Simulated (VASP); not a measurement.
Here is a VASP 6.6.1 calculation.

File INCAR:

```
SYSTEM = TiO2
PREC = Accurate
ENCUT = 520
EDIFF = 1E-7
ISMEAR = 0
SIGMA = 0.05
LREAL = .False.
LASPH = .True.
NELM = 100
ALGO = Normal
ISIF = 2
LWAVE = .False.
LCHARG = .False.
GGA = PE
NBANDS = 33
```

Contents of KPOINTS:

```
Automatic mesh
0
Gamma
  8 8 10
  0 0 0
```

The input POSCAR:

```
TiO2
1.0
    4.7694873040      0.0000000000      0.0000000000
    0.0000000000      4.7694873040      0.0000000000
    0.0000000000      0.0000000000      2.8092280220
Ti O
2 4
Direct
    0.0000000000      0.0000000000      0.0000000000
    0.5000000000      0.5000000000      0.5000000000
    0.3050970583      0.3050970583      0.0000000000
    0.1949029417      0.8050970583      0.5000000000
    0.6949029417      0.6949029417      0.0000000000
    0.8050970583      0.1949029417      0.5000000000
```

Potentials or basis: VASP PAW PBE potentials, release 64 (Ti_sv, O).

Launch:

```bash
$ cat potpaw_PBE.64/Ti_sv/POTCAR potpaw_PBE.64/O/POTCAR > POTCAR
$ mpirun -np 1 vasp_std > vasp.out
```

Q: Predict the pressure.

A: 5.0 GPa.

Q: Predict the largest force.

A: 0.067 eV/Å.

Forces in eV/Å, atoms in the order of the input:
```
Ti   0.000  0.000  0.000
Ti   0.000  0.000  0.000
O   -0.047 -0.047  0.000
O    0.047 -0.047  0.000
O    0.047  0.047  0.000
O   -0.047  0.047  0.000
```

Caveat: the stress differs along the axes, from -3 to 21 GPa.
